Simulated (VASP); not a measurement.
Input of a VASP 6.6.1 run:

INCAR

```
PREC = Accurate ; ENCUT = 520
EDIFF = 1E-6 ; ISMEAR = 0
SIGMA = 0.1 ; LREAL = F
LASPH = T ; NELM = 80
ALGO = Fast ; ISIF = 2
LWAVE = F ; LCHARG = F
GGA = PE ; NBANDS = 12
```

File KPOINTS:

```
regular mesh
0
Gamma
  18 18 18
```

POSCAR

```
Tl
1.0
    1.7057415511     -2.9528591597      0.0000000000
    1.7057415511      2.9528591597      0.0000000000
    0.0000000000      0.0000000000      3.2720459111
Tl
1
Direct
    0.0000000000      0.0000000000      0.0000000000
```

Potentials or basis: VASP PAW PBE potentials, release 64 (Tl_d).

The run is started by

```bash
$ cat potpaw_PBE.64/Tl_d/POTCAR > POTCAR
$ mpirun -np 1 vasp_std > vasp.out
```

**Question.** Estimate the pressure.

**Answer.** -0.1 GPa.
